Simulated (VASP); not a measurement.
# Ti2Zn3Ag (P-4m2) in VASP: single point with PBE

Aim: the single point of Ti2Zn3Ag with PBE.

All numbers are computed with VASP 6.6.1; they aren't measurements. Logs are shortened: lines on timing, memory, paths and dates and some standing lists are left out, and cuts for length are marked.

## 1. The cell of the first run

It takes space group P-4m2 (No. 115, tetragonal). The conventional cell has a = 3.552 Å, b = 3.552 Å, c = 7.826 Å, α = 90.00°, β = 90.00°, γ = 90.00°. Within 3.6 Å of Zn (site symmetry 2mm) lie 5 Ti at 2.67 to 2.72 Å and 10 Zn at 3.10 to 3.55 Å and 2 Ag at 3.49 Å. Within 3.3 Å of Zn (site symmetry -4m2) lie 4 Ag at 2.51 Å and 4 Ti at 2.75 Å. Ti (site symmetry 2mm) has 7 Zn at 2.67 to 2.75 Å and 2 Ag at 2.75 Å and 4 Ti at 3.55 Å within 3.6 Å. Ag (site symmetry -4m2) has 4 Zn at 2.51 Å and 4 Ti at 2.75 Å within 3.3 Å.

## 2. Single point, PBE

The input, POSCAR:

```
Ti2Zn3Ag
1.0
    3.5524900000      0.0000000000      0.0000000000
    0.0000000000      3.5524900000      0.0000000000
    0.0000000000      0.0000000000      7.8264680000
Zn Ti Ag
3 2 1
Direct
    0.0000000000      0.5000000000      0.3835000000
    0.5000000000      0.0000000000      0.6165000000
    0.5000000000      0.5000000000      0.0000000000
    0.0000000000      0.5000000000      0.7315000000
    0.5000000000      0.0000000000      0.2685000000
    0.0000000000      0.0000000000      0.0000000000
```

The input, INCAR.step1:

```
ALGO = Normal
EDIFF = 1E-7
ENCUT = 520
GGA = PE
ISIF = 2
ISMEAR = -1
LASPH = T
LCHARG = T
LMAXMIX = 4
LREAL = F
LWAVE = F
NBANDS = 44
NELM = 80
PREC = Accurate
SIGMA = 0.0177
```

The input, KPOINTS.step1:

```
k-points
0
Gamma
  10 10 5
```

The input, INCAR.step2:

```
ALGO = Normal
EDIFF = 1E-7
ENCUT = 520
GGA = PE
ICHARG = 11
ISIF = 2
ISMEAR = -5
LASPH = T
LCHARG = F
LMAXMIX = 4
LORBIT = 11
LREAL = F
LWAVE = F
NEDOS = 1001
NELM = 80
PREC = Accurate
SIGMA = 0.0177
```

The input, KPOINTS.step2:

```
k-points
0
Gamma
  15 15 8
```

Potentials or basis: VASP PAW PBE potentials, release 64 (Zn, Ti_sv, Ag).

Run with:

```console
> cat potpaw_PBE.64/Zn/POTCAR potpaw_PBE.64/Ti_sv/POTCAR potpaw_PBE.64/Ag/POTCAR > POTCAR
> cp INCAR.step1 INCAR
> cp KPOINTS.step1 KPOINTS
> mpirun -np 1 vasp_std > vasp.out
> cp INCAR.step2 INCAR
> cp KPOINTS.step2 KPOINTS
> mpirun -np 1 vasp_std > vasp.out
```

OUTCAR:

```text
EDIFF = 1E-7
   ENCUT = 520
   GGA = PE
   ICHARG = 11
   ISIF = 2
   ISMEAR = -5
   LASPH = T
   LORBIT = 11
   LREAL = F
   NELM = 80
   PREC = Accurate

 ion  position               nearest neighbor table
   1  0.000  0.500  0.383-   5 2.67   5 2.67   5 2.67   5 2.67   4 2.72
   2  0.500  0.000  0.617-   4 2.67   4 2.67   4 2.67   4 2.67   5 2.72
   3  0.500  0.500  0.000-   6 2.51   6 2.51   6 2.51   6 2.51   5 2.75   4 2.75   4 2.75   5 2.75

   4  0.000  0.500  0.731-   2 2.67   2 2.67   2 2.67   2 2.67   1 2.72   6 2.75   6 2.75   3 2.75
                             3 2.75
   5  0.500  0.000  0.269-   1 2.67   1 2.67   1 2.67   1 2.67   2 2.72   3 2.75   6 2.75   6 2.75
                             3 2.75
   6  0.000  0.000  0.000-   3 2.51   3 2.51   3 2.51   3 2.51   4 2.75   5 2.75   5 2.75   4 2.75

  LATTYP: Found a simple tetragonal cell.
 ALAT       =     3.5524900000
 C/A-ratio  =     2.2030936048

  Lattice vectors:

 A1 = (   3.5524900000,   0.0000000000,   0.0000000000)
 A2 = (   0.0000000000,   3.5524900000,   0.0000000000)
 A3 = (   0.0000000000,   0.0000000000,   7.8264680000)

Analysis of symmetry for initial positions (statically):
=====================================================================
 Subroutine PRICEL returns:
 Original cell was already a primitive cell.

 Routine SETGRP: Setting up the symmetry group for a
 simple tetragonal supercell.

 Subroutine GETGRP returns: Found  8 space group operations
 (whereof  8 operations were pure point group operations)
 out of a pool of 16 trial point group operations.

The static configuration has the point symmetry D_2d.

Analysis of symmetry for dynamics (positions and initial velocities):
=====================================================================
 Subroutine PRICEL returns:
 Original cell was already a primitive cell.

 Routine SETGRP: Setting up the symmetry group for a
 simple tetragonal supercell.

 Subroutine GETGRP returns: Found  8 space group operations
 (whereof  8 operations were pure point group operations)
 out of a pool of 16 trial point group operations.

The dynamic configuration has the point symmetry D_2d.

 Subroutine INISYM returns: Found  8 space group operations
 (whereof  8 operations are pure point group operations),
 and found     1 'primitive' translations

----------------------------------------------------------------------------------------

                                     Primitive cell

  volume of cell :      98.7715

  direct lattice vectors                    reciprocal lattice vectors
     3.552490000  0.000000000  0.000000000     0.281492699  0.000000000  0.000000000
     0.000000000  3.552490000  0.000000000     0.000000000  0.281492699  0.000000000
     0.000000000  0.000000000  7.826468000     0.000000000  0.000000000  0.127771557

  length of vectors
     3.552490000  3.552490000  7.826468000     0.281492699  0.281492699  0.127771557

  position of ions in fractional coordinates (direct lattice)
     0.000000000  0.500000000  0.383500000
     0.500000000  0.000000000  0.616500000
     0.500000000  0.500000000  0.000000000
     0.000000000  0.500000000  0.731500000
     0.500000000  0.000000000  0.268500000
     0.000000000  0.000000000  0.000000000

  ion indices of the primitive-cell ions
   primitive index   ion index
                 1           1
                 2           2
                 3           3
                 4           4
                 5           5
                 6           6

----------------------------------------------------------------------------------------

 KPOINTS: k-points

Automatic generation of k-mesh.
 Grid dimensions read from file:
 generate k-points for:   15   15    8

 Generating k-lattice:

  Cartesian coordinates                     Fractional coordinates (reciprocal lattice)
     0.018766180  0.000000000  0.000000000     0.066666667  0.000000000  0.000000000
     0.000000000  0.018766180  0.000000000     0.000000000  0.066666667  0.000000000
     0.000000000  0.000000000  0.015971445     0.000000000  0.000000000  0.125000000

  Length of vectors
     0.018766180  0.018766180  0.015971445

  Shift w.r.t. Gamma in fractional coordinates (k-lattice)
     0.000000000  0.000000000  0.000000000

 TETIRR: Found   2692 inequivalent tetrahedra from    10800

 Subroutine IBZKPT returns following result:
 ===========================================

 Found    180 irreducible k-points:

 Following reciprocal coordinates:
            Coordinates               Weight
  0.000000  0.000000  0.000000      1.000000
  0.066667  0.000000  0.000000      4.000000
  0.133333  0.000000  0.000000      4.000000
  0.200000  0.000000  0.000000      4.000000
  0.266667  0.000000  0.000000      4.000000
  0.333333  0.000000  0.000000      4.000000
[... 16 lines left out ...]
  0.266667  0.200000  0.000000      8.000000
  0.333333  0.200000  0.000000      8.000000
 [... further k-points ...]
   k-points           NKPTS =    180   k-points in BZ     NKDIM =    180   number of bands    NBANDS=     42
   number of dos      NEDOS =   1001   number of ions     NIONS =      6
   total plane-waves  NPLWV =  47040
   dimension x,y,z NGX =    28 NGY =   28 NGZ =   60
   dimension x,y,z NGXF=    56 NGYF=   56 NGZF=  120
   ions per type =               3   2   1
   NGX,Y,Z   is equivalent  to a cutoff of  13.10, 13.10, 12.74 a.u.
   NGXF,Y,Z  is equivalent  to a cutoff of  26.21, 26.21, 25.49 a.u.
 SYSTEM =  unknown system
   PREC   = accura    normal or accurate (medium, high low for compatibility)
   ISTART =      0    job   : 0-new  1-cont  2-samecut
   ICHARG =     11    charge: 1-file 2-atom 10-const
   ISPIN  =      1    spin polarized calculation?
   LNONCOLLINEAR =      F non collinear calculations
   LSORBIT =      F    spin-orbit coupling
   LASPH  =      T    aspherical Exc in radial PAW
   ENCUT  =  520.0 eV  38.22 Ry    6.18 a.u.   6.61  6.61 14.55*2*pi/ulx,y,z
   NELM   =     80;   NELMIN=  2; NELMDL=  0     # of ELM steps
   EDIFF  = 0.1E-06   stopping-criterion for ELM
   LREAL  =      F    real-space projection
   EDIFFG = 0.1E-05   stopping-criterion for IOM
   NSW    =      0    number of steps for IOM
   IBRION =     -1    ionic relax: 0-MD 1-quasi-New 2-CG
   NFREE  =      0    steps in history (QN), initial steepest desc. (CG)
   ISIF   =      2    stress and relaxation
   ISYM   =      2    0-nonsym 1-usesym 2-fastsym
   POTIM  = 0.5000    time-step for ionic-motion
   TEBEG  =    0.0;   TEEND  =   0.0 temperature during run
   PSTRESS=    0.0 pullay stress
   NELECT =      71.0000    total number of electrons
   NUPDOWN=      -1.0000    fix difference up-down
   EMIN   =  10.00;   EMAX   =-10.00  energy-range for DOS
   EFERMI =   0.00;   METHOD = LEGACY
   ISMEAR =    -5;   SIGMA  =   0.02  broadening in eV -4-tet -1-fermi 0-gaus
   EFERMI_NEDOS =   21; number of points for ismear=-14 and -15
   IALGO  =     38    algorithm
   IMIX   =      4    mixing-type and parameters
     AMIX     =   0.40;   BMIX     =  1.00
     AMIX_MAG =   1.60;   BMIX_MAG =  1.00
  volume/ion in A,a.u.               =      16.46       111.09
  Fermi-wavevector in a.u.,A,eV,Ry     =   1.466506  2.771294 29.261221  2.150639
  Thomas-Fermi vector in A             =   2.582235
   LORBIT       =     11    0 simple, 1 ext, 2 COOP (PROOUT), +10 PAW based schemes
   GGA     = PE    functional components
   LHFCALC =     F    Hartree Fock is set to
   AEXX    =    0.0000 exact exchange contribution
   IVDW    =     0    specifies the selected vdW correction
   LEPSILON=     F    determine dielectric tensor
   LRPA    =     F    only Hartree local field effects (RPA)
 non-spin polarized calculation
 Fermi weights with tetrahedron method with Bloechl corrections
  energy-cutoff  :      520.00
  volume of cell :       98.77
 maximum number of plane-waves:      2694
 NGX is ok and might be reduce to    28

 number of electron      70.9999986 magnetization

 Free energy of the ion-electron system (eV)
  ---------------------------------------------------
  ext. energy  EPLUGINS =         0.00000000
  ---------------------------------------------------
  free energy    TOTEN  =       -19.41831341 eV

  energy without entropy =      -19.41831341  energy(sigma->0) =      -19.41831341

 E-fermi :   5.9066     XC(G=0): -11.5326

 val. band max:        5.9613539238   @ k =   0.0000   0.0000   0.1250
 cond. band min:       5.8612223142   @ k =   0.2000   0.2000   0.1250
 fundamental gap:     -0.1001316096
 Fermi energy:         5.9065912502

 k-point     1 :       0.0000    0.0000    0.0000
  band No.  band energies     occupation
      1     -51.3365      2.00000
      2     -51.3360      2.00000
      3     -27.7277      2.00000
      4     -27.7191      2.00000
      5     -27.5487      2.00000
      6     -27.5487      2.00000
[... 34 lines left out ...]
     41       7.3416      0.00000
     42       8.6494      0.00000

 k-point     2 :       0.0667    0.0000    0.0000
  band No.  band energies     occupation
      1     -51.3364      2.00000
      2     -51.3359      2.00000
      3     -27.7273      2.00000
      4     -27.7190      2.00000
      5     -27.5509      2.00000
      6     -27.5485      2.00000
[... 34 lines left out ...]
     41       7.3009      0.00000
     42       8.5481      0.00000

 k-point     3 :       0.1333    0.0000    0.0000
  band No.  band energies     occupation
      1     -51.3359      2.00000
      2     -51.3355      2.00000
      3     -27.7264      2.00000
      4     -27.7186      2.00000
      5     -27.5573      2.00000
      6     -27.5481      2.00000
[... 34 lines left out ...]
     41       7.2127      0.00000
     42       8.0858      0.00000

 k-point     4 :       0.2000    0.0000    0.0000
  band No.  band energies     occupation
      1     -51.3353      2.00000
      2     -51.3350      2.00000
      3     -27.7250      2.00000
      4     -27.7181      2.00000
      5     -27.5666      2.00000
      6     -27.5474      2.00000
[... 844 lines left out ...]
     41       7.2977      0.00000
     42       8.3195      0.00000

 k-point    23 :       0.2667    0.2000    0.0000
  band No.  band energies     occupation
      1     -51.3335      2.00000
      2     -51.3333      2.00000
      3     -27.7211      2.00000
      4     -27.7165      2.00000
      5     -27.5756      2.00000
      6     -27.5640      2.00000
[... 34 lines left out ...]
     41       7.3185      0.00000
     42       8.0777      0.00000

 k-point    24 :       0.3333    0.2000    0.0000
  band No.  band energies     occupation
      1     -51.3329      2.00000
      2     -51.3327      2.00000
      3     -27.7196      2.00000
      4     -27.7161      2.00000
      5     -27.5856      2.00000
      6     -27.5631      2.00000
[... 34 lines left out ...]
     41       7.3151      0.00000
     42       7.8484      0.00000

 [... further k-points ...]

------------------------ aborting loop because EDIFF is reached ----------------------------------------

  FORCE on cell =-STRESS in cart. coord.  units (eV):
  Direction    XX          YY          ZZ          XY          YZ          ZX
  --------------------------------------------------------------------------------------
  -------------------------------------------------------------------------------------
  Total        5.9554670      5.9554670      2.7572798      0.0000000      0.0000000      0.0000000
  in kB       96.6039456     96.6039456     44.7259811      0.0000000      0.0000000      0.0000000
  external PRESSURE =      79.3112908 kB  Pullay stress =       0.0000000 kB

 VOLUME and BASIS-vectors are now :
 -----------------------------------------------------------------------------
  energy-cutoff  :      520.00
  volume of cell :       98.77
      direct lattice vectors                 reciprocal lattice vectors
     3.552490000  0.000000000  0.000000000     0.281492699  0.000000000  0.000000000
     0.000000000  3.552490000  0.000000000     0.000000000  0.281492699  0.000000000
     0.000000000  0.000000000  7.826468000     0.000000000  0.000000000  0.127771557

 POSITION                                       TOTAL-FORCE (eV/Angst)
 -----------------------------------------------------------------------------------
      0.00000      1.77625      3.00145         0.000000     -0.000000      0.203650
      1.77625      0.00000      4.82502         0.000000     -0.000000     -0.203650
      1.77625      1.77625      0.00000         0.000000      0.000000      0.000000
      0.00000      1.77625      5.72506         0.000000     -0.000000     -0.498690
      1.77625      0.00000      2.10141        -0.000000     -0.000000      0.498690
      0.00000      0.00000      0.00000         0.000000     -0.000000      0.000000
 -----------------------------------------------------------------------------------
    total drift:                               -0.000000      0.000000     -0.000000

  FREE ENERGIE OF THE ION-ELECTRON SYSTEM (eV)
  ---------------------------------------------------
  free  energy   TOTEN  =       -19.4183134067 eV

  energy  without entropy=      -19.4183134067  energy(sigma->0) =      -19.41831341

 total charge

# of ion       s       p       d       tot
------------------------------------------
    1        0.723   0.400   9.701  10.824
    2        0.723   0.400   9.701  10.824
    3        0.696   0.518   9.728  10.942
    4        2.195   6.087   1.915  10.198
    5        2.195   6.087   1.915  10.198
    6        0.601   0.421   9.084  10.106
--------------------------------------------------
tot          7.134  13.913  42.044  63.091
```

Wall time 8.1 min (1 thread of Intel Xeon Platinum 8488C (Sapphire Rapids), shared host); peak memory 0.71 GiB.

Results:

| Item | Value |
| --- | --- |
| Valence electrons inside the program's atomic spheres | Zn 10.82, 10.94 (each value once); Ti 10.20; Ag 10.11 |
